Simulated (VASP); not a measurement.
The system is MgS.

```xyz
2
Lattice="0.0000 2.8923 2.7412 2.8923 0.0000 2.7412 2.8923 2.8923 0.0000" Properties=species:S:1:pos:R:3 pbc="T T T"
Mg    0.0000    0.0000    0.0000
S     1.4462    1.4462    1.3706
```

This cell differs from its parent crystal: epitaxial xy strain +2.2%.

Base run:

```yaml
Program: VASP 6.6.1
Functional: r2SCAN
Potentials_or_basis: VASP PAW PBE potentials, release 64 (Mg, S)
Cutoff: 520 eV
k_mesh: 8 × 8 × 8
Occupations: gaussian, width 0.01 eV
Spin: no spin polarisation
```

Its results: band gap on the k mesh 3.97 eV; pressure -1.0 GPa.

Problem. The run is repeated on the same cell with these changes: functional from r2SCAN to PBE; occupations from gaussian, width 0.01 eV to fermi-dirac, width 0.02 eV. What comes out?

Solution. Band gap on the k mesh 3.31 eV; pressure 0.2 GPa.

Caveats: the PAW data sets were made with another functional, which shifts forces and pressure a little (at least some runs).

A k mesh can miss the band edges.
